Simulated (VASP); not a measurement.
Set up this calculation in VASP 6.6.1, as the native input.

```
Task                   : single point
Functional             : PBE
Potentials or basis    : VASP PAW PBE potentials, release 64 (Co, Si)
Cutoff                 : 520 eV
k mesh                 : 14 × 14 × 5
Occupations            : gaussian, width 0.15 eV
Spin                   : no spin polarisation
Dipole correction      : no
Further INCAR settings : ALGO = Normal; EDIFF = 1e-06; NBANDS = 36
```

The structure of CoSi2 lies in POSCAR:

```
CoSi2
1.0
    2.6799390577     -2.6799390577      0.0000000000
    2.6799390577      0.0000000000     -2.6799390577
    5.9372283846      5.9372283846      5.9372283846
Co Si
3 6
Direct
    1.0000000000      0.0000000000      0.8651577570
    0.3333333333      0.3333333333      0.5642385531
    0.6666666667      0.6666666667      0.2633193493
    0.6666666667      0.6666666667      0.4890087522
    1.0000000000      0.0000000000      0.1880895484
    0.3333333333      0.3333333333      0.7899279560
    0.6666666667      0.6666666667      0.0376299464
    1.0000000000      1.0000000000      0.6394683541
    0.3333333333      0.3333333333      0.3385491503
```

The input as run:

INCAR

```
PREC     = Accurate       # precision mode
ENCUT    = 520            # plane-wave cutoff, eV
EDIFF    = 1E-6           # SCF threshold, eV
ISMEAR   = 0              # smearing method
SIGMA    = 0.15           # smearing width, eV
LREAL    = F              # projectors in reciprocal space
LASPH    = T              # aspherical terms in the spheres
NELM     = 100            # most SCF steps
ALGO     = Normal         # electronic algorithm
ISIF     = 2              # what is computed and relaxed
LWAVE    = F              # write WAVECAR
LCHARG   = T              # write CHGCAR
GGA      = PE             # functional
LELF     = T              # ELF
LVHAR    = T            
NBANDS   = 36             # bands
```

KPOINTS

```
regular mesh
0
Gamma
  14 14 5
```

Potentials or basis: VASP PAW PBE potentials, release 64 (Co, Si).

Command:

```sh
$ cat potpaw_PBE.64/Co/POTCAR potpaw_PBE.64/Si/POTCAR > POTCAR
$ mpirun -np 1 vasp_std > vasp.out
```

It gave:

The pressure is -5.9 GPa and the largest force is 1.708 eV/Å.

Caveat: forces of over 1 eV/Å act on the atoms, so gaps and moduli don't describe the material at rest.

It took 5.7 min on 1 thread of Intel(R) Xeon(R) 6975P-C (Granite Rapids), with other jobs on the host, peak memory 0.49 GiB.
